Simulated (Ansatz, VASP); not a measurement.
One calculation of CeO2, two programs

```xyz
3
Lattice="0.0000 2.7049 2.7049 2.7049 0.0000 2.7049 2.7049 2.7049 0.0000" Properties=species:S:1:pos:R:3 pbc="T T T"
Ce    0.0000    0.0000    0.0000
O     1.3524    1.3524    1.3524
O     4.0573    4.0573    4.0573
```

Alike in both runs: task single point; functional r2SCAN; dispersion D4; k mesh 8 × 8 × 8; occupations gaussian, width 0.05 eV; no spin polarisation.

```csv
,VASP,Ansatz
version,VASP 6.6.1,Ansatz 0.2.0
potentials or method,"VASP PAW PBE potentials, release 64 (Ce, O), cutoff 520 eV","scalar-relativistic, plane waves, PAW"
valence electrons in the cell,24,24
```

|  | VASP | Ansatz | Ansatz less VASP |
| --- | --- | --- | --- |
| gap on the k mesh at the Fermi level (eV) | 2.21 | 2.26 | +0.042 |
| least direct gap on the mesh (eV) | 2.35 | 2.39 | +0.041 |
| pressure (GPa) | 1.6 | 1.8 | +0.25 |

VASP's potentials were made for PBE, not for r2SCAN.

Neither program's run includes spin-orbit coupling.
